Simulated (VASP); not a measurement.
Wanted: the native input for a VASP 6.6.1 run.

| Item | Value |
| --- | --- |
| Task | single point |
| Functional | r2SCAN |
| Potentials or basis | VASP PAW PBE potentials, release 64 (Sn_d) |
| Cutoff | 520 eV |
| k mesh | 18 × 18 × 18 |
| Occupations | gaussian, width 0.15 eV |
| Spin | no spin polarisation |
| Dipole correction | no |
| Further INCAR settings | ALGO = Normal; EDIFF = 1e-07; NBANDS = 13 |

Sn:

```
Sn
1.0
    -1.89465    1.89465    1.81887
     1.89465   -1.89465    1.81887
     1.89465    1.89465   -1.81887
Sn
1
Direct
  0.00000 0.00000 0.00000
```

This cell differs from its parent crystal: strain +0.000 along x and y, -0.040 along z.

The input as run:

POSCAR

```
Sn
1.0
   -1.8946518192      1.8946518192      1.8188657464
    1.8946518192     -1.8946518192      1.8188657464
    1.8946518192      1.8946518192     -1.8188657464
Sn
1
Direct
    0.0000000000      0.0000000000      0.0000000000
```

INCAR.step1

```
PREC = Accurate
ENCUT = 520
ISMEAR = 0
SIGMA = 0.15
LREAL = False
LASPH = True
NELM = 100
NBANDS = 13
GGA = PE
ALGO = Normal
EDIFF = 1E-4
LWAVE = True
LCHARG = False
```

INCAR.step2

```
PREC = Accurate
ENCUT = 520
EDIFF = 1E-7
ISMEAR = 0
SIGMA = 0.15
LREAL = False
LASPH = True
NELM = 100
ALGO = Normal
ISIF = 2
LWAVE = False
LCHARG = False
METAGGA = R2SCAN
LMIXTAU = True
NBANDS = 13
ISTART = 1
```

KPOINTS

```
regular mesh
0
Gamma
  18 18 18
```

Potentials or basis: VASP PAW PBE potentials, release 64 (Sn_d).

The run is started by

```console
$ cat potpaw_PBE.64/Sn_d/POTCAR > POTCAR
$ cp INCAR.step1 INCAR
$ mpirun -np 1 vasp_std > vasp.out
$ cp INCAR.step2 INCAR
$ mpirun -np 1 vasp_std > vasp.out
```

It gave:

```yaml
Pressure: 1.8 GPa
Band_gap_on_the_k_mesh: zero (bands 7 and 8 overlap by 11.41 eV)
```

Caveat: the cell differs from its parent crystal (strain +0.000 along x and y, -0.040 along z); the PAW data sets were made with another functional, which shifts forces and pressure a little; spin-orbit coupling is left out, which moves the levels of the heavy elements.

It took 3.1 min on 1 thread of Intel(R) Xeon(R) Platinum 8488C (Sapphire Rapids), on a shared host, peak memory 0.26 GiB.
